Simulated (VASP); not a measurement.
# Pr3MgH2 (P4/mmm) in VASP: notebook, part 2 of 2

VASP 6.6.1. Earlier steps stand in the parts before.

## Step 3: Single point, PBE (23.09 Å³/atom)

This run uses another cell than the first one, of 23.09 Å³/atom.

Input file INCAR:

```
SYSTEM = Pr3MgH2
PREC = Accurate
ENCUT = 600
EDIFF = 1E-6
ISMEAR = 0
SIGMA = 0.1
LREAL = .False.
LASPH = .True.
NELM = 200
ALGO = Normal
ISIF = 2
LWAVE = .False.
LCHARG = .False.
GGA = PE
NBANDS = 28
GGA_COMPAT = .False.
LMAXMIX = 6
```

Input file KPOINTS:

```
Automatic mesh
0
Gamma
  6 6 6
  0 0 0
```

Input file POSCAR:

```
Pr3MgH2
1.0
    5.2234156754      0.0000000000      0.0000000000
    0.0000000000      5.2234156754      0.0000000000
    0.0000000000      0.0000000000      5.0774117750
Pr Mg H
3 1 2
Direct
    0.0000000000      0.0000000000      0.0000000000
    0.5000000000      0.0000000000      0.5000000000
    0.0000000000      0.5000000000      0.5000000000
    0.5000000000      0.5000000000      0.0000000000
    0.5000000000      0.5000000000      0.5000000000
    0.0000000000      0.0000000000      0.5000000000
```

Potentials or basis: VASP PAW PBE potentials, release 64 (Pr_3, Mg, H), 4f in core.

The run is started by

```sh
$ cat potpaw_PBE.64/Pr_3/POTCAR potpaw_PBE.64/Mg/POTCAR potpaw_PBE.64/H/POTCAR > POTCAR
$ mpirun -np 1 vasp_std > vasp.out
```

OUTCAR:

```text
SYSTEM = Pr3MgH2
   PREC = Accurate
   ENCUT = 600
   EDIFF = 1E-6
   ISMEAR = 0
   LREAL = .False.
   LASPH = .True.
   NELM = 200
   ISIF = 2
   GGA = PE

 ion  position               nearest neighbor table
   1  0.000  0.000  0.000-   2 3.64   3 3.64   2 3.64   3 3.64   3 3.64   3 3.64   2 3.64   2 3.64
                             4 3.69   4 3.69   4 3.69   4 3.69
   2  0.500  0.000  0.500-   1 3.64   4 3.64   1 3.64   4 3.64   4 3.64   4 3.64   1 3.64   1 3.64
                             3 3.69   3 3.69   3 3.69   3 3.69
   3  0.000  0.500  0.500-   1 3.64   4 3.64   1 3.64   4 3.64   1 3.64   1 3.64   4 3.64   4 3.64
                             2 3.69   2 3.69   2 3.69   2 3.69
   4  0.500  0.500  0.000-   2 3.64   3 3.64   2 3.64   3 3.64   2 3.64   2 3.64   3 3.64   3 3.64
                             1 3.69   1 3.69   1 3.69   1 3.69
   5  0.500  0.500  0.500-
   6  0.000  0.000  0.500-

  LATTYP: Found a simple tetragonal cell.
 ALAT       =     5.2234156754
 C/A-ratio  =     0.9720481942

  Lattice vectors:

 A1 = (   5.2234156754,   0.0000000000,   0.0000000000)
 A2 = (   0.0000000000,   5.2234156754,   0.0000000000)
 A3 = (   0.0000000000,   0.0000000000,   5.0774117750)

Analysis of symmetry for initial positions (statically):
=====================================================================
 Subroutine PRICEL returns:
 Original cell was already a primitive cell.

 Routine SETGRP: Setting up the symmetry group for a
 simple tetragonal supercell.

 Subroutine GETGRP returns: Found 16 space group operations
 (whereof 16 operations were pure point group operations)
 out of a pool of 16 trial point group operations.

The static configuration has the point symmetry D_4h.

Analysis of symmetry for dynamics (positions and initial velocities):
=====================================================================
 Subroutine PRICEL returns:
 Original cell was already a primitive cell.

 Routine SETGRP: Setting up the symmetry group for a
 simple tetragonal supercell.

 Subroutine GETGRP returns: Found 16 space group operations
 (whereof 16 operations were pure point group operations)
 out of a pool of 16 trial point group operations.

The dynamic configuration has the point symmetry D_4h.

 Subroutine INISYM returns: Found 16 space group operations
 (whereof 16 operations are pure point group operations),
 and found     1 'primitive' translations

----------------------------------------------------------------------------------------

                                     Primitive cell

  volume of cell :     138.5325

  direct lattice vectors                    reciprocal lattice vectors
     5.223415675  0.000000000  0.000000000     0.191445610  0.000000000  0.000000000
     0.000000000  5.223415675  0.000000000     0.000000000  0.191445610  0.000000000
     0.000000000  0.000000000  5.077411775     0.000000000  0.000000000  0.196950739

  length of vectors
     5.223415675  5.223415675  5.077411775     0.191445610  0.191445610  0.196950739

  position of ions in fractional coordinates (direct lattice)
     0.000000000  0.000000000  0.000000000
     0.500000000  0.000000000  0.500000000
     0.000000000  0.500000000  0.500000000
     0.500000000  0.500000000  0.000000000
     0.500000000  0.500000000  0.500000000
     0.000000000  0.000000000  0.500000000
[... 33 lines left out ...]

 Found     40 irreducible k-points:

 Following reciprocal coordinates:
            Coordinates               Weight
  0.000000  0.000000  0.000000      1.000000
  0.166667  0.000000  0.000000      4.000000
  0.333333  0.000000  0.000000      4.000000
  0.500000  0.000000  0.000000      2.000000
  0.166667  0.166667  0.000000      4.000000
  0.333333  0.166667  0.000000      8.000000
[... 16 lines left out ...]
  0.333333  0.000000  0.333333      8.000000
  0.500000  0.000000  0.333333      4.000000
 [... further k-points ...]
   k-points           NKPTS =     40   k-points in BZ     NKDIM =     40   number of bands    NBANDS=     28
   number of dos      NEDOS =    301   number of ions     NIONS =      6
   total plane-waves  NPLWV =  74088
   dimension x,y,z NGX =    42 NGY =   42 NGZ =   42
   dimension x,y,z NGXF=    84 NGYF=   84 NGZF=   84
   ions per type =               3   1   2
   NGX,Y,Z   is equivalent  to a cutoff of  13.37, 13.37, 13.75 a.u.
   NGXF,Y,Z  is equivalent  to a cutoff of  26.73, 26.73, 27.50 a.u.
 SYSTEM =  Pr3MgH2
   PREC   = accura    normal or accurate (medium, high low for compatibility)
   ISTART =      0    job   : 0-new  1-cont  2-samecut
   ICHARG =      2    charge: 1-file 2-atom 10-const
   ISPIN  =      1    spin polarized calculation?
   LNONCOLLINEAR =      F non collinear calculations
   LSORBIT =      F    spin-orbit coupling
   LASPH  =      T    aspherical Exc in radial PAW
   ENCUT  =  600.0 eV  44.10 Ry    6.64 a.u.  10.43 10.43 10.14*2*pi/ulx,y,z
   NELM   =    200;   NELMIN=  2; NELMDL= -5     # of ELM steps
   EDIFF  = 0.1E-05   stopping-criterion for ELM
   LREAL  =      F    real-space projection
   EDIFFG = 0.1E-04   stopping-criterion for IOM
   NSW    =      0    number of steps for IOM
   IBRION =     -1    ionic relax: 0-MD 1-quasi-New 2-CG
   NFREE  =      0    steps in history (QN), initial steepest desc. (CG)
   ISIF   =      2    stress and relaxation
   ISYM   =      2    0-nonsym 1-usesym 2-fastsym
   POTIM  = 0.5000    time-step for ionic-motion
   TEBEG  =    0.0;   TEEND  =   0.0 temperature during run
   PSTRESS=    0.0 pullay stress
   NELECT =      37.0000    total number of electrons
   NUPDOWN=      -1.0000    fix difference up-down
   EMIN   =  10.00;   EMAX   =-10.00  energy-range for DOS
   EFERMI =   0.00;   METHOD = LEGACY
   ISMEAR =     0;   SIGMA  =   0.10  broadening in eV -4-tet -1-fermi 0-gaus
   EFERMI_NEDOS =   21; number of points for ismear=-14 and -15
   IALGO  =     38    algorithm
   IMIX   =      4    mixing-type and parameters
     AMIX     =   0.40;   BMIX     =  1.00
     AMIX_MAG =   1.60;   BMIX_MAG =  1.00
  volume/ion in A,a.u.               =      23.09       155.81
  Fermi-wavevector in a.u.,A,eV,Ry     =   1.054285  1.992311 15.123118  1.111518
  Thomas-Fermi vector in A             =   2.189440
   LORBIT       =      0    0 simple, 1 ext, 2 COOP (PROOUT), +10 PAW based schemes
   GGA     = PE    functional components
   LHFCALC =     F    Hartree Fock is set to
   AEXX    =    0.0000 exact exchange contribution
   IVDW    =     0    specifies the selected vdW correction
   LEPSILON=     F    determine dielectric tensor
   LRPA    =     F    only Hartree local field effects (RPA)
 non-spin polarized calculation
 Gauss-broadening in eV      SIGMA  =   0.10
  energy-cutoff  :      600.00
  volume of cell :      138.53
 maximum number of plane-waves:      4652
 NGX is ok and might be reduce to    42
   NGX = 21   NGY = 21   NGZ = 21

 number of electron      37.0000000 magnetization

 Free energy of the ion-electron system (eV)
  ---------------------------------------------------
  ext. energy  EPLUGINS =         0.00000000
  ---------------------------------------------------
  free energy    TOTEN  =       -23.92707584 eV

  energy without entropy =      -23.90852431  energy(sigma->0) =      -23.91780008

 E-fermi :   3.2025     XC(G=0):  -9.4151

 val. band max:        3.1590023833   @ k =   0.1667   0.1667   0.5000
 cond. band min:       3.2128752284   @ k =   0.0000   0.0000   0.3333
 fundamental gap:      0.0538728451
 Fermi energy:         3.2024972617

 k-point     1 :       0.0000    0.0000    0.0000
  band No.  band energies     occupation
      1     -33.1988      2.00000
      2     -33.0663      2.00000
      3     -32.9892      2.00000
      4     -15.5409      2.00000
      5     -15.5409      2.00000
      6     -15.5208      2.00000
[... 733 lines left out ...]
     27       6.6897      0.00000
     28       6.9118      0.00000

 [... further k-points ...]
[... 5 lines left out ...]
  --------------------------------------------------------------------------------------
  -------------------------------------------------------------------------------------
  Total       -2.0236207     -2.0236207     -1.9876801      0.0000000     -0.0000000      0.0000000
  in kB      -23.4038946    -23.4038946    -22.9882286      0.0000000     -0.0000000      0.0000000
  external PRESSURE =     -23.2653393 kB  Pullay stress =       0.0000000 kB

 VOLUME and BASIS-vectors are now :
 -----------------------------------------------------------------------------
  energy-cutoff  :      600.00
  volume of cell :      138.53
      direct lattice vectors                 reciprocal lattice vectors
     5.223415675  0.000000000  0.000000000     0.191445610  0.000000000  0.000000000
     0.000000000  5.223415675  0.000000000     0.000000000  0.191445610  0.000000000
     0.000000000  0.000000000  5.077411775     0.000000000  0.000000000  0.196950739

 POSITION                                       TOTAL-FORCE (eV/Angst)
 -----------------------------------------------------------------------------------
      0.00000      0.00000      0.00000         0.000000      0.000000      0.000000
      2.61171      0.00000      2.53871         0.000000      0.000000      0.000000
      0.00000      2.61171      2.53871         0.000000      0.000000      0.000000
      2.61171      2.61171      0.00000         0.000000      0.000000      0.000000
      2.61171      2.61171      2.53871         0.000000      0.000000      0.000000
      0.00000      0.00000      2.53871         0.000000      0.000000      0.000000
 -----------------------------------------------------------------------------------
    total drift:                                0.000000      0.000000      0.000000

  FREE ENERGIE OF THE ION-ELECTRON SYSTEM (eV)
  ---------------------------------------------------
  free  energy   TOTEN  =       -23.9270758433 eV

  energy  without entropy=      -23.9085243135  energy(sigma->0) =      -23.91780008
```

Run time: 61 s. Hardware: 1 thread of Intel Xeon 6975P-C (Granite Rapids), shared host; peak memory 0.37 GiB.

What came out:

| Quantity | Value |
| --- | --- |
| Free energy | -23.9271 eV |
| Pressure | -2.3 GPa |
| Band gap on the k mesh | zero (an odd number of electrons rules out a gap without spin polarisation) |

Caveat: spin-orbit coupling is left out, which moves the levels of the heavy elements; the 4f electrons are frozen in the core, so they carry no moment and show no levels. Spin polarisation is off, so any magnetic state and its effect on volume and gap are missing.

## Step 4: Single point, PBE (23.96 Å³/atom)

This run uses another cell than the first one, of 23.96 Å³/atom.

Input file INCAR:

```
SYSTEM = Pr3MgH2
  PREC = Accurate
  ENCUT = 600
  EDIFF = 1E-6
  ISMEAR = 0
  SIGMA = 0.1
  LREAL = .False.
  LASPH = .True.
  NELM = 200
  ALGO = Normal
  ISIF = 2
  LWAVE = .False.
  LCHARG = .False.
  GGA = PE
  NBANDS = 28
  GGA_COMPAT = .False.
  LMAXMIX = 6
```

KPOINTS is that of step 3.

Edit POSCAR of step 3 so:

```diff
@@ -2,5 +2,5 @@
 1.0
-    5.2234156754      0.0000000000      0.0000000000
-    0.0000000000      5.2234156754      0.0000000000
-    0.0000000000      0.0000000000      5.0774117750
+    5.2822668181      0.0000000000      0.0000000000
+    0.0000000000      5.2822668181      0.0000000000
+    0.0000000000      0.0000000000      5.1522593109
 Pr Mg H
```

Potentials or basis: VASP PAW PBE potentials, release 64 (Pr_3, Mg, H), 4f in core.

The run is started by

```sh
$ cat potpaw_PBE.64/Pr_3/POTCAR potpaw_PBE.64/Mg/POTCAR potpaw_PBE.64/H/POTCAR > POTCAR
$ mpirun -np 1 vasp_std > vasp.out
```

OUTCAR:

```text
SYSTEM = Pr3MgH2
   PREC = Accurate
   ENCUT = 600
   EDIFF = 1E-6
   ISMEAR = 0
   LREAL = .False.
   LASPH = .True.
   NELM = 200
   ISIF = 2
   GGA = PE

 ion  position               nearest neighbor table
   1  0.000  0.000  0.000-   2 3.69   3 3.69   2 3.69   3 3.69   3 3.69   3 3.69   2 3.69   2 3.69
                             4 3.74   4 3.74   4 3.74   4 3.74
   2  0.500  0.000  0.500-   1 3.69   4 3.69   1 3.69   4 3.69   4 3.69   4 3.69   1 3.69   1 3.69
                             3 3.74   3 3.74   3 3.74   3 3.74
   3  0.000  0.500  0.500-   1 3.69   4 3.69   1 3.69   4 3.69   1 3.69   1 3.69   4 3.69   4 3.69
                             2 3.74   2 3.74   2 3.74   2 3.74
   4  0.500  0.500  0.000-   2 3.69   3 3.69   2 3.69   3 3.69   2 3.69   2 3.69   3 3.69   3 3.69
[... 955 lines left out ...]
  Total       -3.2595362     -3.2595362     -3.1908726      0.0000000     -0.0000000     -0.0000000
  in kB      -36.3268721    -36.3268721    -35.5616305      0.0000000     -0.0000000     -0.0000000
  external PRESSURE =     -36.0717916 kB  Pullay stress =       0.0000000 kB

 VOLUME and BASIS-vectors are now :
 -----------------------------------------------------------------------------
  energy-cutoff  :      600.00
  volume of cell :      143.76
      direct lattice vectors                 reciprocal lattice vectors
     5.282266818  0.000000000  0.000000000     0.189312663  0.000000000  0.000000000
     0.000000000  5.282266818  0.000000000     0.000000000  0.189312663  0.000000000
     0.000000000  0.000000000  5.152259311     0.000000000  0.000000000  0.194089610

 POSITION                                       TOTAL-FORCE (eV/Angst)
 -----------------------------------------------------------------------------------
      0.00000      0.00000      0.00000         0.000000      0.000000      0.000000
      2.64113      0.00000      2.57613         0.000000      0.000000      0.000000
      0.00000      2.64113      2.57613         0.000000      0.000000      0.000000
      2.64113      2.64113      0.00000         0.000000      0.000000      0.000000
      2.64113      2.64113      2.57613         0.000000      0.000000      0.000000
      0.00000      0.00000      2.57613         0.000000      0.000000      0.000000
 -----------------------------------------------------------------------------------
    total drift:                                0.000000      0.000000      0.000000

  FREE ENERGIE OF THE ION-ELECTRON SYSTEM (eV)
  ---------------------------------------------------
  free  energy   TOTEN  =       -23.8299877741 eV

  energy  without entropy=      -23.8095618239  energy(sigma->0) =      -23.81977480
```

It took 83 s on 1 thread of Intel Xeon 6975P-C (Granite Rapids), shared host; peak memory 0.38 GiB.

What came out:

```yaml
Free_energy: -23.8300 eV
Pressure: -3.6 GPa
Band_gap_on_the_k_mesh: zero (an odd number of electrons rules out a gap without spin polarisation)
```

Stress tensor (GPa, compression positive):
```
-3.63  0.00  0.00
 0.00 -3.63  0.00
 0.00  0.00 -3.56
```

Caveat: the cell stands under tension; spin-orbit coupling is left out, which moves the levels of the heavy elements; the 4f electrons are frozen in the core, so they carry no moment and show no levels.

## Step 5: Overview

| cell | gap on the mesh (eV) | pressure (GPa) |
| --- | --- | --- |
| a = 5.178, b = 5.178, c = 5.020 Å, 6 atoms | none | -1.2 |
| a = 5.223, b = 5.223, c = 5.077 Å, 6 atoms | none | -2.3 |
| a = 5.282, b = 5.282, c = 5.152 Å, 6 atoms | none | -3.6 |

Alike in all rows: task single point; level PBE; potentials or basis VASP PAW PBE potentials, release 64 (Pr_3, Mg, H), 4f in core; no spin polarisation; k mesh 6 × 6 × 6; cutoff (eV) 600; smearing gaussian 0.1 eV.

Caveats: spin-orbit coupling is left out, which moves the levels of the heavy elements; the 4f electrons are frozen in the core, so they carry no moment and show no levels; the cell stands under tension (at least some runs).

Absolute energies hang on the potentials; compare differences alone.

The gap in the log of VASP goes by the Fermi energy; the results here count the filled bands.